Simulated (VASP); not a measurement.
# NaLiS2 (R-3m) in VASP: a series of runs, part 2 of 2

VASP 6.6.1.

**3. Single point, PBE**

File INCAR:

```
SYSTEM = NaLiS2
PREC = Accurate
ENCUT = 520
EDIFF = 1E-6
ISMEAR = -1
SIGMA = 0.0747
LREAL = .FALSE.
LASPH = .TRUE.
NELM = 60
ALGO = Normal
ISIF = 2
LWAVE = .FALSE.
LCHARG = .FALSE.
GGA = PE
ISYM = 0
NBANDS = 19
```

File KPOINTS:

```
regular mesh
0
G
  6 6 6
  0 0 0
```

File POSCAR:

```
NaLiS2
1.0
    1.7399590000      3.0136950000      0.0000000000
   -1.7399590000      3.0136950000      0.0000000000
   -1.7399590000      1.0045620000      6.8815890000
Li Na S
1 1 2
Direct
    0.0000000000      0.0000000000      0.0000000000
    0.5000000000      0.0000000000      0.5000000000
    0.2740000000      0.4520000000      0.8220000000
    0.7260000000      0.5480000000      0.1780000000
```

Potentials or basis: VASP PAW PBE potentials, release 64 (Li_sv, Na_pv, S).

Command:

```
> cat potpaw_PBE.64/Li_sv/POTCAR potpaw_PBE.64/Na_pv/POTCAR potpaw_PBE.64/S/POTCAR > POTCAR
> mpirun -np 1 vasp_std > vasp.out
```

OUTCAR:

```text
SYSTEM = NaLiS2
   PREC = Accurate
   ENCUT = 520
   EDIFF = 1E-6
   ISMEAR = -1
   LREAL = .FALSE.
   LASPH = .TRUE.
   NELM = 60
   ISIF = 2
   GGA = PE
   ISYM = 0

 ion  position               nearest neighbor table
   1  0.000  0.000  0.000-   3 2.35   4 2.35   4 2.35   3 2.35   3 2.35   4 2.35
   2  0.500  0.000  0.500-
   3  0.274  0.452  0.822-   1 2.35   1 2.35   1 2.35
   4  0.726  0.548  0.178-   1 2.35   1 2.35   1 2.35

IMPORTANT INFORMATION: All symmetrisations will be switched off!
NOSYMM: (Re-)initialisation of all symmetry stuff for point group C_1.

----------------------------------------------------------------------------------------

                                     Primitive cell

  volume of cell :      72.1701

  direct lattice vectors                    reciprocal lattice vectors
     1.739959000  3.013695000  0.000000000     0.287363093  0.165909291  0.048438497
    -1.739959000  3.013695000  0.000000000    -0.287363093  0.165909291 -0.096876778
    -1.739959000  1.004562000  6.881589000     0.000000000  0.000000000  0.145315275

  length of vectors
     3.479915929  3.479915929  7.168882012     0.335335247  0.345671159  0.145315275

  position of ions in fractional coordinates (direct lattice)
     0.000000000  0.000000000  0.000000000
     0.500000000  1.000000000  0.500000000
     0.274000000  0.452000000  0.822000000
     0.726000000  0.548000000  0.178000000

  ion indices of the primitive-cell ions
   primitive index   ion index
                 1           1
                 2           2
                 3           3
                 4           4

----------------------------------------------------------------------------------------

 KPOINTS: regular mesh

Automatic generation of k-mesh.
[... 76 lines left out ...]
   PSTRESS=    0.0 pullay stress
   NELECT =      22.0000    total number of electrons
   NUPDOWN=      -1.0000    fix difference up-down
   EMIN   =  10.00;   EMAX   =-10.00  energy-range for DOS
   EFERMI =   0.00;   METHOD = LEGACY
   ISMEAR =    -1;   SIGMA  =   0.07  broadening in eV -4-tet -1-fermi 0-gaus
   EFERMI_NEDOS =   21; number of points for ismear=-14 and -15
   IALGO  =     38    algorithm
   IMIX   =      4    mixing-type and parameters
     AMIX     =   0.40;   BMIX     =  1.00
     AMIX_MAG =   1.60;   BMIX_MAG =  1.00
  volume/ion in A,a.u.               =      18.04       121.76
  Fermi-wavevector in a.u.,A,eV,Ry     =   1.101785  2.082071 16.516512  1.213929
  Thomas-Fermi vector in A             =   2.238217
   LORBIT       =      0    0 simple, 1 ext, 2 COOP (PROOUT), +10 PAW based schemes
   GGA     = PE    functional components
   LHFCALC =     F    Hartree Fock is set to
   AEXX    =    0.0000 exact exchange contribution
   IVDW    =     0    specifies the selected vdW correction
   LEPSILON=     F    determine dielectric tensor
   LRPA    =     F    only Hartree local field effects (RPA)
 non-spin polarized calculation
  energy-cutoff  :      520.00
  volume of cell :       72.17
 maximum number of plane-waves:      1967
 NGX is ok and might be reduce to    28
   NGX = 13   NGY = 13   NGZ = 27

 number of electron      22.0000006 magnetization

 Free energy of the ion-electron system (eV)
  ---------------------------------------------------
  ext. energy  EPLUGINS =         0.00000000
  ---------------------------------------------------
  free energy    TOTEN  =       -12.86398507 eV

  energy without entropy =      -12.78010159  energy(sigma->0) =      -12.82204333

 E-fermi :   2.2762     XC(G=0):  -9.0051

 val. band max:        2.2443556075   @ k =   0.0000   0.0000   0.0000
 cond. band min:       2.2810126428   @ k =   0.3333   0.1667   0.5000
 fundamental gap:      0.0366570353
 Fermi energy:         2.2761642639

 k-point     1 :       0.0000    0.0000    0.0000
  band No.  band energies     occupation
      1     -41.3838      2.00000
      2     -20.6954      2.00000
      3     -20.6954      2.00000
      4     -20.6553      2.00000
      5     -10.1601      2.00000
      6      -8.9655      2.00000
[... 505 lines left out ...]
      6      -8.4123      2.00000
[... 11 lines left out ...]
     18      11.6570      0.00000
     19      12.5772      0.00000

 [... further k-points ...]
[... 5 lines left out ...]
  --------------------------------------------------------------------------------------
  -------------------------------------------------------------------------------------
  Total        1.9895658      1.9897451     -0.4315454      0.0000621      0.0000097     -0.0000274
  in kB       44.1684177     44.1724000     -9.5803208      0.0013786      0.0002151     -0.0006086
  external PRESSURE =      26.2534990 kB  Pullay stress =       0.0000000 kB

 VOLUME and BASIS-vectors are now :
 -----------------------------------------------------------------------------
  energy-cutoff  :      520.00
  volume of cell :       72.17
      direct lattice vectors                 reciprocal lattice vectors
     1.739959000  3.013695000  0.000000000     0.287363093  0.165909291  0.048438497
    -1.739959000  3.013695000  0.000000000    -0.287363093  0.165909291 -0.096876778
    -1.739959000  1.004562000  6.881589000     0.000000000  0.000000000  0.145315275

 POSITION                                       TOTAL-FORCE (eV/Angst)
 -----------------------------------------------------------------------------------
      0.00000      0.00000      0.00000         0.000000     -0.000000     -0.000276
      0.00000      2.00913      3.44079         0.000001      0.000000      0.000074
     -1.73996      3.01369      5.65667         0.000076     -0.000049     -1.037158
      0.00000      4.01826      1.22492        -0.000077      0.000048      1.037361
 -----------------------------------------------------------------------------------
    total drift:                               -0.000002     -0.000001      0.000085

  FREE ENERGIE OF THE ION-ELECTRON SYSTEM (eV)
  ---------------------------------------------------
  free  energy   TOTEN  =       -12.8639850671 eV

  energy  without entropy=      -12.7801015888  energy(sigma->0) =      -12.82204333
```

OSZICAR:

```text
N       E                     dE             d eps       ncg     rms          rms(c)
DAV:   1     0.148979614989E+03    0.14898E+03   -0.98465E+03  4256   0.116E+03
DAV:   2    -0.836946932581E+00   -0.14982E+03   -0.14400E+03  4994   0.279E+02
DAV:   3    -0.127554017564E+02   -0.11918E+02   -0.11704E+02  5238   0.765E+01
DAV:   4    -0.134119666494E+02   -0.65656E+00   -0.65274E+00  7749   0.156E+01
DAV:   5    -0.134191556602E+02   -0.71890E-02   -0.71845E-02  5657   0.155E+00    0.495E+00
DAV:   6    -0.129544593546E+02    0.46470E+00   -0.64141E-01  5302   0.400E+00    0.311E+00
DAV:   7    -0.128691597746E+02    0.85300E-01   -0.33154E-01  5974   0.258E+00    0.131E+00
DAV:   8    -0.128641047159E+02    0.50551E-02   -0.33174E-02  4965   0.116E+00    0.296E-01
DAV:   9    -0.128637882978E+02    0.31642E-03   -0.71397E-03  5875   0.466E-01    0.995E-02
DAV:  10    -0.128638932998E+02   -0.10500E-03   -0.11271E-03  5240   0.173E-01    0.763E-02
DAV:  11    -0.128639691757E+02   -0.75876E-04   -0.51588E-04  5365   0.720E-02    0.533E-02
DAV:  12    -0.128640015057E+02   -0.32330E-04   -0.20487E-04  4775   0.644E-02    0.197E-02
DAV:  13    -0.128639844069E+02    0.17099E-04   -0.58521E-05  5593   0.369E-02    0.645E-03
DAV:  14    -0.128639850671E+02   -0.66023E-06   -0.62705E-06  4982   0.117E-02
   1 F= -.12863985E+02 E0= -.12822043E+02  d E =-.838835E-01
```

stdout:

```text
POSCAR found type information on POSCAR LiNaS
 POSCAR found :  3 types and       4 ions
 scaLAPACK will be used
 LDA part: xc-table for (Slater+PW92), standard interpolation
 POSCAR, INCAR and KPOINTS ok, starting setup
 FFT: planning ... GRIDC
 FFT: planning ... GRID_SOFT
 FFT: planning ... GRID
 WAVECAR not read
 entering main loop
```

It took 4 min on 1 thread of AMD EPYC 7R43 (Zen 3), shared host; peak memory 0.23 GiB.

What came out:

```
Free energy            : -12.8640 eV
Largest force          : 1.037 eV/Å
Band gap on the k mesh : zero (bands 11 and 12 overlap by 1.13 eV)
```

Forces on the atoms (eV/Å):
```
Li   0.000  0.000  0.000
Na   0.000  0.000  0.000
S    0.000  0.000 -1.037
S    0.000  0.000  1.037
```

Caveat: the cutoff is under 1.25 times the usual one of these potentials, so pressure, stress and relaxed cells hold a basis-set (Pulay) error; forces of over 1 eV/Å act on the atoms, so gaps and moduli don't describe the material at rest.

The gap in the log of VASP goes by the Fermi energy; the results here count the filled bands.